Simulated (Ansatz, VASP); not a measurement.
Li2Ge4N in VASP and in Ansatz

```
Li Ge N
1.0
     3.94777    0.00000    0.00000
     0.00000    3.94777    0.00000
     0.00000    0.00000    7.27359
Li Ge N
2 4 1
Cartesian
  0.0000 1.9739 0.0000
  1.9739 0.0000 0.0000
  0.0000 0.0000 1.9585
  0.0000 0.0000 5.3151
  1.9739 1.9739 4.8850
  1.9739 1.9739 2.3886
  0.0000 0.0000 0.0000
```

Alike in both runs: functional PBE; k mesh 4 × 4 × 3; occupations gaussian, width 0.2 eV; no spin polarisation.

Ansatz relaxed the structure, and its values are those at the end. VASP's run is a single point on that final structure, the one shown.

|  | VASP | Ansatz |
| --- | --- | --- |
| version | VASP 6.6.1 | Ansatz 0.2.0 |
| potentials or method | VASP PAW PBE potentials, release 64 (Li_sv, Ge_d, N), cutoff 520 eV | scalar-relativistic, plane waves, PAW |
| valence electrons in the cell | 67 | 67 |

|  | VASP | Ansatz | Ansatz less VASP |
| --- | --- | --- | --- |
| gap on the k mesh at the Fermi level (eV) | none | none | - |
| rms of the force components (eV/Å) | 0.014 | 0.014 | 0.0000 |

A gap of «none» marks a metal or a gap that the smearing closes. With one functional, cell and mesh, what is left measures potentials, basis and numerics.

The k mesh is coarse, so the values compare programs but aren't converged. Noted on VASP's run: the cutoff is under 1.25 times that of the potentials, so the pressure is a little rough.
